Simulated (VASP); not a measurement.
Input of a VASP 6.6.1 run:

Contents of INCAR:

```
ALGO = Normal ; EDIFF = 1E-6
ENCUT = 600 ; GGA = PE
GGA_COMPAT = False ; ISIF = 2
ISMEAR = 0 ; LASPH = True
LCHARG = True ; LELF = True
LREAL = False ; LVHAR = True
LWAVE = False ; NBANDS = 22
NELM = 120 ; PREC = Accurate
SIGMA = 0.2
```

Contents of KPOINTS:

```
k-points
0
Gamma
  4 4 4
```

File POSCAR:

```
Be4ZnTe
1.0
    5.1828388291      0.0000000000      0.0000000000
    0.0000000000      5.1828388291      0.0000000000
    0.0000000000      0.0000000000      3.5756668504
Be Zn Te
4 1 1
Direct
    0.2977624462      0.0000000000      0.5000000000
    0.7022375538      0.0000000000      0.5000000000
    0.0000000000      0.2977624462      0.5000000000
    0.0000000000      0.7022375538      0.5000000000
    0.0000000000      0.0000000000      0.0000000000
    0.5000000000      0.5000000000      0.5000000000
```

Potentials or basis: VASP PAW PBE potentials, release 64 (Be, Zn, Te).

Launch:

```sh
$ cat potpaw_PBE.64/Be/POTCAR potpaw_PBE.64/Zn/POTCAR potpaw_PBE.64/Te/POTCAR > POTCAR
$ mpirun -np 1 vasp_std > vasp.out
```

**Question.** Predict the band gap on the k mesh.

**Answer.** Zero (bands 13 and 14 overlap by 2.08 eV).

**Question.** Predict the largest force.

**Answer.** 0.084 eV/Å.

Forces in eV/Å, atoms in the order of the input:
```
Be   0.084  0.000  0.000
Be  -0.084  0.000  0.000
Be   0.000  0.084  0.000
Be   0.000 -0.084  0.000
Zn   0.000  0.000  0.000
Te   0.000  0.000  0.000
```

Caveat: the k points lie up to 0.44 Å⁻¹ apart, too coarse for converged energies and pressures of a metal; spin-orbit coupling is left out, which moves the levels of the heavy elements.
